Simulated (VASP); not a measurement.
A run of VASP 6.6.1 is set up as follows.

INCAR

```
ALGO = Normal ; EDIFF = 1E-6
ENCUT = 520 ; GGA = PE
ISIF = 2 ; ISMEAR = 0
LASPH = T ; LCHARG = F
LREAL = F ; LWAVE = F
NBANDS = 23 ; NELM = 80
PREC = Accurate ; SIGMA = 0.1
```

File KPOINTS:

```
k-points
0
Gamma
  6 6 6
```

Contents of POSCAR:

```
Ga2S
1.0
    4.9277566093      0.0000000000      0.0000000000
   -2.4638783046      4.2675624073      0.0000000000
    0.0000000000      0.0000000000      2.7075300219
Ga S
2 1
Direct
    0.3333333333      0.6666666667      0.5000000000
    0.6666666667      0.3333333333      0.5000000000
    0.0000000000      0.0000000000      0.5000000000
```

Potentials or basis: VASP PAW PBE potentials, release 64 (Ga_d, S).

Run with:

```bash
$ cat potpaw_PBE.64/Ga_d/POTCAR potpaw_PBE.64/S/POTCAR > POTCAR
$ mpirun -np 1 vasp_std > vasp.out
```

Task: Predict the pressure.

Result: 0.1 GPa.

Task: Estimate the band gap on the k mesh.

Result: Zero (bands 16 and 17 overlap by 3.43 eV).

Stress tensor (GPa, compression positive):
```
0.02 0.00 0.00
0.00 0.02 0.00
0.00 0.00 0.37
```

Caveat: the k points lie up to 0.39 Å⁻¹ apart, too coarse for converged energies and pressures of a metal.
